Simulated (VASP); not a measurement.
# Rh (P6_3/mmc) in VASP: a series of runs

Rh is run at these levels: LDA; tasks: single point.

Everything below comes from runs of VASP 6.6.1. Logs are shortened: lines on timing, memory, paths and dates and some standing lists are left out, and cuts for length are marked.

### Step 1. The cell of the first run

It takes space group P6_3/mmc (No. 194, hexagonal). Conventional cell: a = 2.558 Å, b = 2.558 Å, c = 4.127 Å, α = 90.00°, β = 90.00°, γ = 120.00°. Rh (site symmetry -6m2) has 12 Rh at 2.54 to 2.56 Å within 3.3 Å.

### Step 2. Single point, LDA (volume scaled by 0.88)

INCAR reads:

```
PREC     = Accurate       # precision mode
ENCUT    = 520            # plane-wave cutoff, eV
EDIFF    = 1E-6           # SCF threshold, eV
ISMEAR   = -1             # smearing method
SIGMA    = 0.1            # smearing width, eV
LREAL    = F              # projectors in reciprocal space
LASPH    = T              # aspherical terms in the spheres
NELM     = 60             # most SCF steps
ALGO     = Normal         # electronic algorithm
ISIF     = 2              # what is computed and relaxed
LWAVE    = F              # write WAVECAR
LCHARG   = F              # write CHGCAR
NBANDS   = 22             # bands
```

KPOINTS reads:

```
regular mesh
0
Gamma
  15 15 8
```

POSCAR reads:

```
Rh
1.0
    2.5583126810      0.0000000000      0.0000000000
   -1.2791563405      2.2155637726      0.0000000000
    0.0000000000      0.0000000000      4.1274786592
Rh
2
Direct
    0.3333333333      0.6666666667      0.2500000000
    0.6666666667      0.3333333333      0.7500000000
```

Potentials or basis: VASP PAW LDA potentials, release 64 (Rh_pv).

Started as:

```sh
$ cat potpaw_LDA.64/Rh_pv/POTCAR > POTCAR
$ mpirun -np 1 vasp_std > vasp.out
```

OUTCAR:

```text
PREC = Accurate
   ENCUT = 520
   EDIFF = 1E-6
   ISMEAR = -1
   LREAL = F
   LASPH = T
   NELM = 60
   ISIF = 2

 ion  position               nearest neighbor table
   1  0.333  0.667  0.250-   2 2.54   2 2.54   2 2.54   2 2.54   2 2.54   2 2.54
   2  0.667  0.333  0.750-   1 2.54   1 2.54   1 2.54   1 2.54   1 2.54   1 2.54

  LATTYP: Found a hexagonal cell.
 ALAT       =     2.5583126810
 C/A-ratio  =     1.6133597311

  Lattice vectors:

 A1 = (   2.5583126810,   0.0000000000,   0.0000000000)
 A2 = (  -1.2791563405,   2.2155637726,   0.0000000000)
 A3 = (   0.0000000000,   0.0000000000,   4.1274786592)

Analysis of symmetry for initial positions (statically):
=====================================================================
 Subroutine PRICEL returns:
 Original cell was already a primitive cell.

 Routine SETGRP: Setting up the symmetry group for a
 hexagonal supercell.

 Subroutine GETGRP returns: Found 24 space group operations
 (whereof 12 operations were pure point group operations)
 out of a pool of 24 trial point group operations.

The static configuration has the point symmetry D_3d.
 The point group associated with its full space group is D_6h.

Analysis of symmetry for dynamics (positions and initial velocities):
=====================================================================
 Subroutine PRICEL returns:
 Original cell was already a primitive cell.

 Routine SETGRP: Setting up the symmetry group for a
 hexagonal supercell.

 Subroutine GETGRP returns: Found 24 space group operations
 (whereof 12 operations were pure point group operations)
 out of a pool of 24 trial point group operations.

The dynamic configuration has the point symmetry D_3d.
 The point group associated with its full space group is D_6h.

 Subroutine INISYM returns: Found 24 space group operations
 (whereof 12 operations are pure point group operations),
 and found     1 'primitive' translations

----------------------------------------------------------------------------------------

                                     Primitive cell

  volume of cell :      23.3950

  direct lattice vectors                    reciprocal lattice vectors
     2.558312681  0.000000000  0.000000000     0.390882634  0.225676194  0.000000000
    -1.279156340  2.215563773  0.000000000     0.000000000  0.451352388  0.000000000
     0.000000000  0.000000000  4.127478659     0.000000000  0.000000000  0.242278660

  length of vectors
     2.558312681  2.558312681  4.127478659     0.451352388  0.451352388  0.242278660

  position of ions in fractional coordinates (direct lattice)
     0.333333333  0.666666667  0.250000000
     0.666666667  0.333333333  0.750000000

  ion indices of the primitive-cell ions
   primitive index   ion index
                 1           1
                 2           2

----------------------------------------------------------------------------------------

 KPOINTS: regular mesh

Automatic generation of k-mesh.
 Grid dimensions read from file:
 generate k-points for:   15   15    8

 Generating k-lattice:

  Cartesian coordinates                     Fractional coordinates (reciprocal lattice)
     0.026058842  0.015045080  0.000000000     0.066666667  0.000000000  0.000000000
     0.000000000  0.030090159  0.000000000     0.000000000  0.066666667  0.000000000
     0.000000000  0.000000000  0.030284833     0.000000000  0.000000000  0.125000000

  Length of vectors
     0.030090159  0.030090159  0.030284833

  Shift w.r.t. Gamma in fractional coordinates (k-lattice)
     0.000000000  0.000000000  0.000000000

 Subroutine IBZKPT returns following result:
 ===========================================

 Found    135 irreducible k-points:

 Following reciprocal coordinates:
            Coordinates               Weight
  0.000000  0.000000  0.000000      1.000000
  0.066667  0.000000  0.000000      6.000000
  0.133333  0.000000  0.000000      6.000000
  0.200000  0.000000  0.000000      6.000000
  0.266667  0.000000  0.000000      6.000000
  0.333333  0.000000  0.000000      6.000000
[... 16 lines left out ...]
  0.333333  0.200000  0.000000     12.000000
  0.400000  0.200000  0.000000      6.000000
 [... further k-points ...]
   k-points           NKPTS =    135   k-points in BZ     NKDIM =    135   number of bands    NBANDS=     22
   number of dos      NEDOS =    301   number of ions     NIONS =      2
   total plane-waves  NPLWV =  12800
   dimension x,y,z NGX =    20 NGY =   20 NGZ =   32
   dimension x,y,z NGXF=    40 NGYF=   40 NGZF=   64
   ions per type =               2
   NGX,Y,Z   is equivalent  to a cutoff of  13.00, 13.00, 12.89 a.u.
   NGXF,Y,Z  is equivalent  to a cutoff of  25.99, 25.99, 25.78 a.u.
 SYSTEM =  unknown system
   PREC   = accura    normal or accurate (medium, high low for compatibility)
   ISTART =      0    job   : 0-new  1-cont  2-samecut
   ICHARG =      2    charge: 1-file 2-atom 10-const
   ISPIN  =      1    spin polarized calculation?
   LNONCOLLINEAR =      F non collinear calculations
   LSORBIT =      F    spin-orbit coupling
   LASPH  =      T    aspherical Exc in radial PAW
   ENCUT  =  520.0 eV  38.22 Ry    6.18 a.u.   4.76  4.76  7.67*2*pi/ulx,y,z
   NELM   =     60;   NELMIN=  2; NELMDL= -5     # of ELM steps
   EDIFF  = 0.1E-05   stopping-criterion for ELM
   LREAL  =      F    real-space projection
   EDIFFG = 0.1E-04   stopping-criterion for IOM
   NSW    =      0    number of steps for IOM
   IBRION =     -1    ionic relax: 0-MD 1-quasi-New 2-CG
   NFREE  =      0    steps in history (QN), initial steepest desc. (CG)
   ISIF   =      2    stress and relaxation
   ISYM   =      2    0-nonsym 1-usesym 2-fastsym
   POTIM  = 0.5000    time-step for ionic-motion
   TEBEG  =    0.0;   TEEND  =   0.0 temperature during run
   PSTRESS=    0.0 pullay stress
   NELECT =      30.0000    total number of electrons
   NUPDOWN=      -1.0000    fix difference up-down
   EMIN   =  10.00;   EMAX   =-10.00  energy-range for DOS
   EFERMI =   0.00;   METHOD = LEGACY
   ISMEAR =    -1;   SIGMA  =   0.10  broadening in eV -4-tet -1-fermi 0-gaus
   EFERMI_NEDOS =   21; number of points for ismear=-14 and -15
   IALGO  =     38    algorithm
   IMIX   =      4    mixing-type and parameters
     AMIX     =   0.40;   BMIX     =  1.00
     AMIX_MAG =   1.60;   BMIX_MAG =  1.00
  volume/ion in A,a.u.               =      11.70        78.94
  Fermi-wavevector in a.u.,A,eV,Ry     =   1.778584  3.361036 43.040133  3.163361
  Thomas-Fermi vector in A             =   2.843748
   LORBIT       =      0    0 simple, 1 ext, 2 COOP (PROOUT), +10 PAW based schemes
   GGA     = CA    functional components
   LHFCALC =     F    Hartree Fock is set to
   AEXX    =    0.0000 exact exchange contribution
   IVDW    =     0    specifies the selected vdW correction
   LEPSILON=     F    determine dielectric tensor
   LRPA    =     F    only Hartree local field effects (RPA)
 non-spin polarized calculation
  energy-cutoff  :      520.00
  volume of cell :       23.39
 maximum number of plane-waves:       651
 NGX is ok and might be reduce to    20
   NGX =  9   NGY =  9   NGZ = 15

 number of electron      30.0000004 magnetization

 Free energy of the ion-electron system (eV)
  ---------------------------------------------------
  ext. energy  EPLUGINS =         0.00000000
  ---------------------------------------------------
  free energy    TOTEN  =       -16.82902820 eV

  energy without entropy =      -16.74603062  energy(sigma->0) =      -16.78752941

 E-fermi :  15.0848     XC(G=0): -15.4024

 val. band max:       15.0685414190   @ k =   0.4000   0.2000   0.2500
 cond. band min:      15.0885312246   @ k =   0.2667   0.2667   0.1250
 fundamental gap:      0.0199898056
 Fermi energy:        15.0847556032

 k-point     1 :       0.0000    0.0000    0.0000
  band No.  band energies     occupation
      1     -32.7828      2.00000
      2     -31.6405      2.00000
      3     -31.6405      2.00000
      4     -31.4597      2.00000
      5     -31.4563      2.00000
      6     -31.4563      2.00000
[... 14 lines left out ...]
     21      33.1727      0.00000
     22      34.0914      0.00000

 k-point     2 :       0.0667    0.0000    0.0000
  band No.  band energies     occupation
      1     -32.7646      2.00000
      2     -31.6823      2.00000
      3     -31.6540      2.00000
      4     -31.4997      2.00000
      5     -31.4671      2.00000
      6     -31.4624      2.00000
[... 14 lines left out ...]
     21      33.3995      0.00000
     22      34.3729      0.00000

 k-point     3 :       0.1333    0.0000    0.0000
  band No.  band energies     occupation
      1     -32.7117      2.00000
      2     -31.8006      2.00000
      3     -31.6916      2.00000
      4     -31.6207      2.00000
      5     -31.4897      2.00000
      6     -31.4804      2.00000
[... 14 lines left out ...]
     21      33.9411      0.00000
     22      34.9049      0.00000

 k-point     4 :       0.2000    0.0000    0.0000
  band No.  band energies     occupation
      1     -32.6287      2.00000
      2     -31.9746      2.00000
      3     -31.7943      2.00000
      4     -31.7450      2.00000
      5     -31.5277      2.00000
      6     -31.5082      2.00000
[... 14 lines left out ...]
     21      33.6681      0.00000
     22      34.9235      0.00000

 k-point     5 :       0.2667    0.0000    0.0000
  band No.  band energies     occupation
      1     -32.5235      2.00000
      2     -32.1738      2.00000
      3     -31.9874      2.00000
      4     -31.8044      2.00000
      5     -31.5810      2.00000
      6     -31.5416      2.00000
[... 417 lines left out ...]
 k-point    22 :       0.2667    0.2000    0.0000
  band No.  band energies     occupation
      1     -32.3863      2.00000
      2     -32.2865      2.00000
      3     -32.2669      2.00000
      4     -31.9760      2.00000
      5     -31.7723      2.00000
      6     -31.7387      2.00000
[... 14 lines left out ...]
     21      26.9883      0.00000
     22      31.5737      0.00000

 k-point    23 :       0.3333    0.2000    0.0000
  band No.  band energies     occupation
      1     -32.4705      2.00000
      2     -32.2955      2.00000
      3     -32.1670      2.00000
      4     -32.0651      2.00000
      5     -31.8187      2.00000
      6     -31.8134      2.00000
[... 14 lines left out ...]
     21      28.4176      0.00000
     22      31.1970      0.00000

 k-point    24 :       0.4000    0.2000    0.0000
  band No.  band energies     occupation
      1     -32.4997      2.00000
      2     -32.2905      2.00000
      3     -32.1186      2.00000
      4     -32.1055      2.00000
      5     -31.8529      2.00000
      6     -31.8345      2.00000
[... 14 lines left out ...]
     21      29.1425      0.00000
     22      30.9893      0.00000

 [... further k-points ...]
[... 5 lines left out ...]
  --------------------------------------------------------------------------------------
  -------------------------------------------------------------------------------------
  Total        8.1912102      8.1912102      8.3540498     -0.0000000      0.0000000      0.0000000
  in kB      560.9652240    560.9652240    572.1170964     -0.0000000      0.0000000      0.0000000
  external PRESSURE =     564.6825148 kB  Pullay stress =       0.0000000 kB

 VOLUME and BASIS-vectors are now :
 -----------------------------------------------------------------------------
  energy-cutoff  :      520.00
  volume of cell :       23.39
      direct lattice vectors                 reciprocal lattice vectors
     2.558312681  0.000000000  0.000000000     0.390882634  0.225676194  0.000000000
    -1.279156340  2.215563773  0.000000000     0.000000000  0.451352388  0.000000000
     0.000000000  0.000000000  4.127478659     0.000000000  0.000000000  0.242278660

 POSITION                                       TOTAL-FORCE (eV/Angst)
 -----------------------------------------------------------------------------------
     -0.00000      1.47704      1.03187        -0.000000      0.000000      0.000000
      1.27916      0.73852      3.09561         0.000000      0.000000      0.000000
 -----------------------------------------------------------------------------------
    total drift:                               -0.000000      0.000000     -0.000000

  FREE ENERGIE OF THE ION-ELECTRON SYSTEM (eV)
  ---------------------------------------------------
  free  energy   TOTEN  =       -16.8290282031 eV

  energy  without entropy=      -16.7460306151  energy(sigma->0) =      -16.78752941
```

Run time: 27 s. Hardware: 1 thread of Intel Xeon Platinum 8488C (Sapphire Rapids), shared host; peak memory 0.16 GiB.

What came out:

```yaml
Free_energy: -16.8290 eV
Pressure: 56.5 GPa
Band_gap_on_the_k_mesh: zero (band 15 reaches 15.96 eV, above the bottom of band 16 at 12.89 eV)
```

Stress tensor (GPa, compression positive):
```
56.10  0.00  0.00
 0.00 56.10  0.00
 0.00  0.00 57.21
```

Levels at points of the mesh, in eV from the Fermi level:
```csv
k point,band 12,band 13,band 14,band 15,band 16,band 17,band 18,band 19
"(0.00, 0.00, 0.00)",-3.25,-3.25,-2.50,-2.50,0.17,0.17,0.59,10.39
"(0.00, 0.00, 0.50)",-4.09,-4.03,-4.03,-0.54,-0.54,-0.54,-0.54,15.10
```

(Continued in part 2 of 2.)
